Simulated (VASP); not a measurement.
# NaBeH3 (P1) in VASP: single point with LDA

Aim: the single point of NaBeH3 with LDA.

Program: VASP 6.6.1. These are calculated values, not measurements. Logs are shortened: lines on timing, memory, paths and dates and some standing lists are left out, and cuts for length are marked.

## 1. The cell of the first run

The typed cell holds 10 atoms: a = 6.692 Å, b = 3.346 Å, c = 3.346 Å, α = 90.00°, β = 90.00°, γ = 90.00°.

## 2. Single point, LDA

The input, INCAR:

```
SYSTEM = NaBeH3
ALGO = Normal
EDIFF = 1E-6
ENCUT = 520
GGA_COMPAT = .FALSE.
ISIF = 2
ISMEAR = 0
LASPH = .TRUE.
LCHARG = .TRUE.
LELF = .TRUE.
LREAL = .FALSE.
LVHAR = .TRUE.
LWAVE = .FALSE.
NBANDS = 23
NELM = 120
PREC = Accurate
SIGMA = 0.01
```

The input, KPOINTS:

```
k-points
0
G
  1 2 2
  0 0 0
```

The input, POSCAR:

```
NaBeH3
1.0
    6.6915090000      0.0000000000      0.0000000000
    0.0000000000      3.3457540000      0.0000000000
    0.0000000000      0.0000000000      3.3457540000
Na Be H
2 2 6
Direct
    0.2455588119      0.5012000285      0.5020542455
    0.7520565242      0.5001781362      0.4960732319
    0.0008072917     -0.0026621802      0.0034473545
    0.4997457225      0.0027924946     -0.0081078884
    0.2498049394     -0.0310569755     -0.0037375731
    0.0086517107      0.4817622575      0.0355931727
    0.0032110844      0.0195806386      0.5220664759
    0.7489945840     -0.0187879922      0.0242220438
    0.4996236275      0.5064565416      0.0181394089
    0.4828253239      0.0083287654      0.4929707922
```

Potentials or basis: VASP PAW LDA potentials, release 64 (Na_pv, Be, H).

Launch:

```sh
> cat potpaw_LDA.64/Na_pv/POTCAR potpaw_LDA.64/Be/POTCAR potpaw_LDA.64/H/POTCAR > POTCAR
> mpirun -np 1 vasp_std > vasp.out
```

OUTCAR:

```text
SYSTEM = NaBeH3
   EDIFF = 1E-6
   ENCUT = 520
   ISIF = 2
   ISMEAR = 0
   LASPH = .TRUE.
   LREAL = .FALSE.
   NELM = 120
   PREC = Accurate

 ion  position               nearest neighbor table
   1  0.246  0.501  0.502-
   2  0.752  0.500  0.496-
   3  0.001  0.997  0.003-   7 1.61   6 1.63
   4  0.500  0.003  0.992-
   5  0.250  0.969  0.996-
   6  0.009  0.482  0.036-   3 1.63
   7  0.003  0.020  0.522-   3 1.61
   8  0.749  0.981  0.024-
   9  0.500  0.506  0.018-
  10  0.483  0.008  0.493-

  LATTYP: Found a simple tetragonal cell.
 ALAT       =     3.3457540000
 C/A-ratio  =     2.0000002989

  Lattice vectors:

 A1 = (   0.0000000000,   3.3457540000,   0.0000000000)
 A2 = (   0.0000000000,   0.0000000000,   3.3457540000)
 A3 = (   6.6915090000,   0.0000000000,   0.0000000000)

Analysis of symmetry for initial positions (statically):
=====================================================================
 Subroutine PRICEL returns:
 Original cell was already a primitive cell.

 Routine SETGRP: Setting up the symmetry group for a
 simple tetragonal supercell.

 Subroutine GETGRP returns: Found  1 space group operations
 (whereof  1 operations were pure point group operations)
 out of a pool of 16 trial point group operations.

The static configuration has the point symmetry C_1 .

Analysis of symmetry for dynamics (positions and initial velocities):
=====================================================================
 Subroutine PRICEL returns:
 Original cell was already a primitive cell.

 Routine SETGRP: Setting up the symmetry group for a
 simple tetragonal supercell.

 Subroutine GETGRP returns: Found  1 space group operations
 (whereof  1 operations were pure point group operations)
 out of a pool of 16 trial point group operations.

The dynamic configuration has the point symmetry C_1 .

 Subroutine INISYM returns: Found  1 space group operations
 (whereof  1 operations are pure point group operations),
 and found     1 'primitive' translations

----------------------------------------------------------------------------------------

                                     Primitive cell

  volume of cell :      74.9052

  direct lattice vectors                    reciprocal lattice vectors
     6.691509000  0.000000000  0.000000000     0.149443123  0.000000000  0.000000000
     0.000000000  3.345754000  0.000000000     0.000000000  0.298886290  0.000000000
     0.000000000  0.000000000  3.345754000     0.000000000  0.000000000  0.298886290

  length of vectors
     6.691509000  3.345754000  3.345754000     0.149443123  0.298886290  0.298886290

  position of ions in fractional coordinates (direct lattice)
     0.245558812  0.501200029  0.502054245
     0.752056524  0.500178136  0.496073232
     0.000807292  0.997337820  0.003447354
     0.499745723  0.002792495  0.991892112
     0.249804939  0.968943024  0.996262427
     0.008651711  0.481762258  0.035593173
     0.003211084  0.019580639  0.522066476
     0.748994584  0.981212008  0.024222044
     0.499623628  0.506456542  0.018139409
     0.482825324  0.008328765  0.492970792

  ion indices of the primitive-cell ions
   primitive index   ion index
                 1           1
                 2           2
                 3           3
                 4           4
                 5           5
                 6           6
                 7           7
                 8           8
                 9           9
                10          10

----------------------------------------------------------------------------------------

 KPOINTS: k-points

Automatic generation of k-mesh.
 Grid dimensions read from file:
 generate k-points for:    1    2    2

 Generating k-lattice:

  Cartesian coordinates                     Fractional coordinates (reciprocal lattice)
     0.149443123  0.000000000  0.000000000     1.000000000  0.000000000  0.000000000
     0.000000000  0.149443145  0.000000000     0.000000000  0.500000000  0.000000000
     0.000000000  0.000000000  0.149443145     0.000000000  0.000000000  0.500000000

  Length of vectors
     0.149443123  0.149443145  0.149443145

  Shift w.r.t. Gamma in fractional coordinates (k-lattice)
     0.000000000  0.000000000  0.000000000

 Subroutine IBZKPT returns following result:
 ===========================================

 Found      4 irreducible k-points:

 Following reciprocal coordinates:
            Coordinates               Weight
  0.000000  0.000000  0.000000      1.000000
  0.000000  0.500000  0.000000      1.000000
  0.000000  0.000000  0.500000      1.000000
  0.000000  0.500000  0.500000      1.000000
   k-points           NKPTS =      4   k-points in BZ     NKDIM =      4   number of bands    NBANDS=     23
   number of dos      NEDOS =    301   number of ions     NIONS =     10
   total plane-waves  NPLWV =  39200
   dimension x,y,z NGX =    50 NGY =   28 NGZ =   28
   dimension x,y,z NGXF=   100 NGYF=   56 NGZF=   56
   ions per type =               2   2   6
   NGX,Y,Z   is equivalent  to a cutoff of  12.42, 13.91, 13.91 a.u.
   NGXF,Y,Z  is equivalent  to a cutoff of  24.84, 27.83, 27.83 a.u.
 SYSTEM =  NaBeH3
   PREC   = accura    normal or accurate (medium, high low for compatibility)
   ISTART =      0    job   : 0-new  1-cont  2-samecut
   ICHARG =      2    charge: 1-file 2-atom 10-const
   ISPIN  =      1    spin polarized calculation?
   LNONCOLLINEAR =      F non collinear calculations
   LSORBIT =      F    spin-orbit coupling
   LASPH  =      T    aspherical Exc in radial PAW
   ENCUT  =  520.0 eV  38.22 Ry    6.18 a.u.  12.44  6.22  6.22*2*pi/ulx,y,z
   NELM   =    120;   NELMIN=  2; NELMDL= -5     # of ELM steps
   EDIFF  = 0.1E-05   stopping-criterion for ELM
   LREAL  =      F    real-space projection
   EDIFFG = 0.1E-04   stopping-criterion for IOM
   NSW    =      0    number of steps for IOM
   IBRION =     -1    ionic relax: 0-MD 1-quasi-New 2-CG
   NFREE  =      0    steps in history (QN), initial steepest desc. (CG)
   ISIF   =      2    stress and relaxation
   ISYM   =      2    0-nonsym 1-usesym 2-fastsym
   POTIM  = 0.5000    time-step for ionic-motion
   TEBEG  =    0.0;   TEEND  =   0.0 temperature during run
   PSTRESS=    0.0 pullay stress
   NELECT =      24.0000    total number of electrons
   NUPDOWN=      -1.0000    fix difference up-down
   EMIN   =  10.00;   EMAX   =-10.00  energy-range for DOS
   EFERMI =   0.00;   METHOD = LEGACY
   ISMEAR =     0;   SIGMA  =   0.01  broadening in eV -4-tet -1-fermi 0-gaus
   EFERMI_NEDOS =   21; number of points for ismear=-14 and -15
   IALGO  =     38    algorithm
   IMIX   =      4    mixing-type and parameters
     AMIX     =   0.40;   BMIX     =  1.00
     AMIX_MAG =   1.60;   BMIX_MAG =  1.00
  volume/ion in A,a.u.               =       7.49        50.55
  Fermi-wavevector in a.u.,A,eV,Ry     =   1.120232  2.116931 17.074213  1.254919
  Thomas-Fermi vector in A             =   2.256877
   LORBIT       =      0    0 simple, 1 ext, 2 COOP (PROOUT), +10 PAW based schemes
   GGA     = CA    functional components
   LHFCALC =     F    Hartree Fock is set to
   AEXX    =    0.0000 exact exchange contribution
   IVDW    =     0    specifies the selected vdW correction
   LEPSILON=     F    determine dielectric tensor
   LRPA    =     F    only Hartree local field effects (RPA)
 non-spin polarized calculation
 Gauss-broadening in eV      SIGMA  =   0.01
  energy-cutoff  :      520.00
  volume of cell :       74.91
 maximum number of plane-waves:      2044
 NGX is ok and might be reduce to    50
   NGX = 25   NGY = 13   NGZ = 13

 number of electron      24.0000001 magnetization

 Free energy of the ion-electron system (eV)
  ---------------------------------------------------
  ext. energy  EPLUGINS =         0.00000000
  ---------------------------------------------------
  free energy    TOTEN  =       -31.40713511 eV

  energy without entropy =      -31.40713511  energy(sigma->0) =      -31.40713511

 E-fermi :   2.9434     XC(G=0):  -9.6720

 val. band max:        2.8726683077   @ k =   0.0000   0.5000   0.0000
 cond. band min:       3.2646237234   @ k =   0.0000   0.5000   0.5000
 fundamental gap:      0.3919554157
 Fermi energy:         2.9433547106

 k-point     1 :       0.0000    0.0000    0.0000
  band No.  band energies     occupation
      1     -21.5932      2.00000
      2     -21.5481      2.00000
      3     -21.5468      2.00000
      4     -21.3857      2.00000
      5     -21.3453      2.00000
      6     -21.3427      2.00000
[... 15 lines left out ...]
     22      12.8601      0.00000
     23      12.9033      0.00000

 k-point     2 :       0.0000    0.5000    0.0000
  band No.  band energies     occupation
      1     -21.6226      2.00000
      2     -21.5810      2.00000
      3     -21.5400      2.00000
      4     -21.4192      2.00000
      5     -21.3754      2.00000
      6     -21.3384      2.00000
[... 15 lines left out ...]
     22      12.7158      0.00000
     23      12.8932      0.00000

 k-point     3 :       0.0000    0.0000    0.5000
  band No.  band energies     occupation
      1     -21.6215      2.00000
      2     -21.5809      2.00000
      3     -21.5412      2.00000
      4     -21.4214      2.00000
      5     -21.3758      2.00000
      6     -21.3358      2.00000
[... 15 lines left out ...]
     22      12.6117      0.00000
     23      12.8818      0.00000

 k-point     4 :       0.0000    0.5000    0.5000
  band No.  band energies     occupation
      1     -21.6082      2.00000
      2     -21.6070      2.00000
      3     -21.5697      2.00000
      4     -21.4068      2.00000
      5     -21.4045      2.00000
      6     -21.3661      2.00000
[... 15 lines left out ...]
     22      12.4913      0.00000
     23      13.6649      0.00000

------------------------ aborting loop because EDIFF is reached ----------------------------------------

  FORCE on cell =-STRESS in cart. coord.  units (eV):
  Direction    XX          YY          ZZ          XY          YZ          ZX
  --------------------------------------------------------------------------------------
  -------------------------------------------------------------------------------------
  Total        0.6495509      0.7420494      0.9275228      0.0554672     -0.0498069     -0.0054632
  in kB       13.8935002     15.8719875     19.8391520      1.1864090     -1.0653403     -0.1168555
  external PRESSURE =      16.5348799 kB  Pullay stress =       0.0000000 kB

 VOLUME and BASIS-vectors are now :
 -----------------------------------------------------------------------------
  energy-cutoff  :      520.00
  volume of cell :       74.91
      direct lattice vectors                 reciprocal lattice vectors
     6.691509000  0.000000000  0.000000000     0.149443123  0.000000000  0.000000000
     0.000000000  3.345754000  0.000000000     0.000000000  0.298886290  0.000000000
     0.000000000  0.000000000  3.345754000     0.000000000  0.000000000  0.298886290

 POSITION                                       TOTAL-FORCE (eV/Angst)
 -----------------------------------------------------------------------------------
      1.64316      1.67689      1.67975         0.119989     -0.018415      0.045864
      5.03239      1.67347      1.65974        -0.079999     -0.033185      0.066880
      0.00540      3.33685      0.01153         0.277106      0.334838     -0.485832
      3.34405      0.00934      3.31863        -0.221486     -0.038279     -0.071897
      1.67157      3.24184      3.33325        -0.147250      0.101999      0.008104
      0.05789      1.61186      0.11909        -0.225249      0.012357     -0.061930
      0.02149      0.06551      1.74671        -0.186954     -0.278363      0.338253
      5.01190      3.28289      0.08104         0.024375      0.101949     -0.062621
      3.34324      1.69448      0.06069         0.132932     -0.230118     -0.210750
      3.23083      0.02787      1.64936         0.306536      0.047216      0.433929
 -----------------------------------------------------------------------------------
    total drift:                                0.000143      0.000046      0.000040

  FREE ENERGIE OF THE ION-ELECTRON SYSTEM (eV)
  ---------------------------------------------------
  free  energy   TOTEN  =       -31.4071351105 eV

  energy  without entropy=      -31.4071351105  energy(sigma->0) =      -31.40713511
```

Wall time 7.9 s (1 thread of AMD EPYC 7R43 (Zen 3), shared host); peak memory 0.12 GiB.

Results:

```yaml
Free_energy: -31.4071 eV
Pressure: 1.7 GPa
Largest_force: 0.652 eV/Å
Band_gap_on_the_k_mesh: 0.39 eV
```

Forces on the atoms (eV/Å):
```
Na   0.120 -0.018  0.046
Na  -0.080 -0.033  0.067
Be   0.277  0.335 -0.486
Be  -0.221 -0.038 -0.072
H   -0.147  0.102  0.008
H   -0.225  0.012 -0.062
H   -0.187 -0.278  0.338
H    0.024  0.102 -0.063
H    0.133 -0.230 -0.211
H    0.307  0.047  0.434
```

Stress tensor (GPa, compression positive):
```
 1.39  0.12 -0.01
 0.12  1.59 -0.11
-0.01 -0.11  1.98
```

Caveat: the k points lie up to 0.94 Å⁻¹ apart; an odd mesh through Γ misses points on the zone boundary, where band edges can lie.
